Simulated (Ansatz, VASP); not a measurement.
**Two plane-wave programs on SnTe**

```xyz
4
Lattice="3.1703 -3.1699 0.0000 3.1703 3.1699 0.0000 0.0000 0.0000 6.9050" Properties=species:S:1:pos:R:3 pbc="T T T"
Sn    3.1703   -1.5895    6.6990
Sn    3.1703    1.5895    3.2465
Te    3.1703    1.5879    6.2480
Te    3.1703   -1.5879    2.7954
```

Change from the starting cell: species swapped into the CdTe type (Cmc2_1, No. 36).

Alike in both runs: functional PBE; k mesh 4 × 4 × 2; occupations gaussian, width 0.1 eV; no spin polarisation.

Ansatz relaxed the structure, and its values are those at the end. VASP's run is a single point on that final structure, the one shown.

|  | VASP | Ansatz |
| --- | --- | --- |
| version | VASP 6.6.1 | Ansatz 0.2.0 |
| potentials or method | VASP PAW PBE potentials, release 64 (Sn_d, Te), cutoff 520 eV | scalar-relativistic, plane waves, PAW |
| valence electrons in the cell | 40 | 60 |

Ansatz gave:

```
gap on the k mesh at the Fermi level (eV) : 0.97
least direct gap on the mesh (eV)         : 1.25
pressure (GPa)                            : 0.0
rms of the force components (eV/Å)        : 0.001
```

What did VASP give for the same quantities?

gap on the k mesh at the Fermi level (eV): 0.97; least direct gap on the mesh (eV): 1.26; pressure (GPa): -0.1; rms of the force components (eV/Å): 0.004.

VASP's potentials hold 40 valence electrons a cell and Ansatz's 60, so a difference there can come from the potentials and not from the codes.

The k mesh is coarse, so the values compare programs but aren't converged. Neither program's run includes spin-orbit coupling.
